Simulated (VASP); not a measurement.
NaCl:

```
Cl Na
1.0
     0.00000    2.79406    2.79406
     2.79406    0.00000    2.79406
     2.79406    2.79406    0.00000
Cl Na
1 1
Direct
  0.50000 0.50000 0.50000
  0.00000 0.00000 0.00000
```

- Program: VASP 6.6.1
- Task: relaxation of cell and atoms
- Functional: PBE
- Potentials or basis: VASP PAW PBE potentials, release 64 (Cl, Na_pv)
- Cutoff: 600 eV
- k mesh: 8 × 8 × 8
- Occupations: fermi-dirac, width 0.05 eV
- Spin: no spin polarisation

At the start: pressure 1.6 GPa; volume 21.81 Å³/atom.

Problem. Where does the relaxation end?

Solution. Over 3 steps the energy falls by 5.9 meV/atom and the volume is 23.13 Å³/atom (+6.0 %); space group Fm-3m (No. 225, to 0.05 Å).

Step by step:
```csv
step,energy change (eV),largest force (eV/Å),pressure (GPa),volume (Å³)
1,0.0000,0.0000,1.56,43.63
2,-0.0093,0.0000,0.73,44.98
3,-0.0118,0.0000,0.01,46.26
```

Final structure:
```xyz
2
Lattice="0.0000 2.8493 2.8493 2.8493 0.0000 2.8493 2.8493 2.8493 0.0000" Properties=species:S:1:pos:R:3 pbc="T T T"
Cl    2.8493    2.8493    2.8493
Na    0.0000    0.0000    0.0000
```
